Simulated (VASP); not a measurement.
A run of VASP 6.6.1 is set up as follows.

Contents of INCAR:

```
ALGO = Normal
EDIFF = 1E-6
ENCUT = 520
GGA = PS
ISIF = 2
ISMEAR = 1
LASPH = True
LCHARG = False
LREAL = False
LWAVE = False
NBANDS = 26
NELM = 80
PREC = Accurate
SIGMA = 0.15
```

Contents of KPOINTS:

```
k-points
0
Gamma
  6 6 2
```

File POSCAR:

```
K
1.0
    4.8466189453      0.0000000000      0.0000000000
   -2.4233094727      4.1972951492      0.0000000000
    0.0000000000      0.0000000000     15.9566107013
K
4
Direct
    0.0000000000      0.0000000000      0.0000000000
    0.3333333333      0.6666666667      0.7500000000
    0.0000000000      0.0000000000      0.5000000000
    0.6666666667      0.3333333333      0.2500000000
```

Potentials or basis: VASP PAW PBE potentials, release 64 (K_sv).

The run is started by

```console
$ cat potpaw_PBE.64/K_sv/POTCAR > POTCAR
$ mpirun -np 1 vasp_std > vasp.out
```

Task: Predict the pressure.

Result: -0.4 GPa.

Task: Estimate the band gap on the k mesh.

Result: Zero (band 18 reaches 0.52 eV, above the bottom of band 19 at -1.73 eV).

Stress tensor (GPa, compression positive):
```
-0.30  0.00  0.00
 0.00 -0.30  0.00
 0.00  0.00 -0.57
```

Caveat: the PAW data sets were made with another functional, which shifts forces and pressure a little.
